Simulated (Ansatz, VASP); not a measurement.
**Si in VASP and in Ansatz**

```
Si
1.0
     0.00000    2.80264    2.80264
     2.80264    0.00000    2.80264
     2.80264    2.80264    0.00000
Si
2
Direct
  0.00000 0.00000 0.00000
  0.25000 0.25000 0.25000
```

Alike in both runs: task single point; functional PBE; k mesh 8 × 8 × 8; no spin polarisation.

```csv
,VASP,Ansatz
version,VASP 6.6.1,Ansatz 0.2 development build
potentials or method,"VASP PAW PBE potentials, release 64 (Si), cutoff 520 eV","all-electron full-potential LAPW, scalar-relativistic"
occupations,"gaussian, width 0.01 eV",fixed
```

```tsv
	VASP	Ansatz	Ansatz less VASP
gap on the k mesh at the Fermi level (eV)	0.76	0.76	-0.001
pressure (GPa)	-5.6	-5.6	+0.06
```

Ansatz ran all-electron here, and VASP with PAW potentials.
